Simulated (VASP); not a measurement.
The system is Si.

```xyz
2
Lattice="0.0000 2.7155 2.7155 2.7155 0.0000 2.7155 2.7155 2.7155 0.0000" Properties=species:S:1:pos:R:3 pbc="T T T"
Si    0.0000    0.0000    0.0000
Si    1.3578    1.3578    1.3578
```

```yaml
Program: VASP 6.6.1
Task: relaxation of cell and atoms
Functional: PBE
Potentials_or_basis: VASP PAW PBE potentials, release 64 (Si)
Cutoff: 500 eV
k_mesh: 8 × 8 × 8
Occupations: gaussian, width 0.05 eV
Spin: no spin polarisation
```

At the start: pressure 1.9 GPa; volume 20.02 Å³/atom.

Question: How do energy, volume and symmetry change on relaxing?

Answer: Over 3 steps the energy falls by 2.5 meV/atom and the volume is 20.44 Å³/atom (+2.1 %); space group Fd-3m (No. 227, to 0.1 Å) before and after.

Step by step:
```csv
step,energy change (eV),largest force (eV/Å),pressure (GPa),volume (Å³)
1,0.0000,0.0000,1.93,40.05
2,-0.0027,0.0000,-1.21,41.46
3,-0.0049,0.0000,0.01,40.88
```

Final structure:
```yaml
crystal:
  lattice:
    - [0.00000, 2.73429, 2.73429]
    - [2.73429, 0.00000, 2.73429]
    - [2.73429, 2.73429, 0.00000]
  atoms:
    - { symbol: Si, position: [0.00000, 0.00000, 0.00000] }
    - { symbol: Si, position: [0.25000, 0.25000, 0.25000] }
```
